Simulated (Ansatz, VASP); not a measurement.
## Two plane-wave programs on HfO2

```
Hf O
1.0
     0.00000    2.34788    2.34788
     2.34788    0.00000    2.34788
     2.34788    2.34788    0.00000
Hf O
1 2
Direct
  0.00000 0.00000 0.00000
  0.25000 0.25000 0.25000
  0.75000 0.75000 0.75000
```

Alike in both runs: task single point; functional r2SCAN; k mesh 8 × 8 × 8; occupations gaussian, width 0.05 eV; no spin polarisation.

|  | VASP | Ansatz |
| --- | --- | --- |
| version | VASP 6.6.1 | Ansatz 0.2.0 |
| potentials or method | VASP PAW PBE potentials, release 64 (Hf_pv, O), cutoff 520 eV | scalar-relativistic, plane waves, PAW |
| valence electrons in the cell | 22 | 38 |

Ansatz gave:

```
gap on the k mesh at the Fermi level (eV) : 4.83
least direct gap on the mesh (eV)         : 4.86
```

Problem. What did VASP give for the same quantities?

Solution. gap on the k mesh at the Fermi level (eV): 4.93; least direct gap on the mesh (eV): 4.97.

VASP's potentials were made for PBE, not for r2SCAN. VASP's potentials hold 22 valence electrons a cell and Ansatz's 38, so a difference there can come from the potentials and not from the codes.

Spin-orbit coupling is off throughout.
